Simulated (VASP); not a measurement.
Wanted: the native input for a VASP 6.6.1 run.

```yaml
Task: single point
Functional: PBEsol
Potentials_or_basis: VASP PAW PBE potentials, release 64 (Al)
Cutoff: 500 eV
k_mesh: 18 × 18 × 18
Occupations: gaussian, width 0.05 eV
Spin: no spin polarisation
Dipole_correction: no
Further_INCAR_settings: ALGO = Normal; EDIFF = 1e-06; NBANDS = 8
```

The structure of Al lies in POSCAR:

```
Al
1.0
    0.0000000000      2.0162567781      2.0162567781
    2.0162567781      0.0000000000      2.0162567781
    2.0162567781      2.0162567781      0.0000000000
Al
1
Direct
    0.0000000000      0.0000000000      0.0000000000
```

These files were run (other wordings do the same):

INCAR

```
  PREC = Accurate
  ENCUT = 500
  EDIFF = 1E-6
  ISMEAR = 0
  SIGMA = 0.05
  LREAL = False
  LASPH = True
  NELM = 120
  ALGO = Normal
  ISIF = 2
  LWAVE = False
  LCHARG = False
  GGA = PS
  NBANDS = 8
  GGA_COMPAT = False
```

KPOINTS

```
regular mesh
0
Gamma
  18 18 18
```

Potentials or basis: VASP PAW PBE potentials, release 64 (Al).

Launch:

```sh
$ cat potpaw_PBE.64/Al/POTCAR > POTCAR
$ mpirun -np 1 vasp_std > vasp.out
```

Results of the run:

| Property | Result |
| --- | --- |
| Pressure | -0.9 GPa |
| Band gap on the k mesh | zero (an odd number of electrons rules out a gap without spin polarisation) |

Caveat: the PAW data sets were made with another functional, which shifts forces and pressure a little.

Wall time 9.1 s on 1 thread of Intel(R) Xeon(R) Platinum 8375C CPU @ 2.90GHz (Ice Lake) (shared host), peak memory 0.14 GiB.
